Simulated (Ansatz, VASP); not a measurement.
# GaP: VASP beside Ansatz

```
Ga P
1.0
     0.00000    2.72525    2.72525
     2.72525    0.00000    2.72525
     2.72525    2.72525    0.00000
Ga P
1 1
Cartesian
  0.0000 0.0000 0.0000
  4.0879 4.0879 4.0879
```

Alike in both runs: task single point; functional LDA; k mesh 8 × 8 × 8; occupations gaussian, width 0.05 eV; no spin polarisation.

|  | VASP | Ansatz |
| --- | --- | --- |
| version | VASP 6.6.1 | Ansatz 0.2.0 |
| potentials or method | VASP PAW LDA potentials, release 64 (Ga_d, P), cutoff 520 eV | scalar-relativistic, plane waves, PAW |
| valence electrons in the cell | 18 | 18 |

```tsv
	VASP	Ansatz	Ansatz less VASP
gap on the k mesh at the Fermi level (eV)	1.49	1.49	-0.002
least direct gap on the mesh (eV)	1.64	1.61	-0.028
pressure (GPa)	-2.7	-2.7	-0.07
```

LDA's correlation is that of Perdew and Zunger in VASP and of Perdew and Wang (1992) in Ansatz.
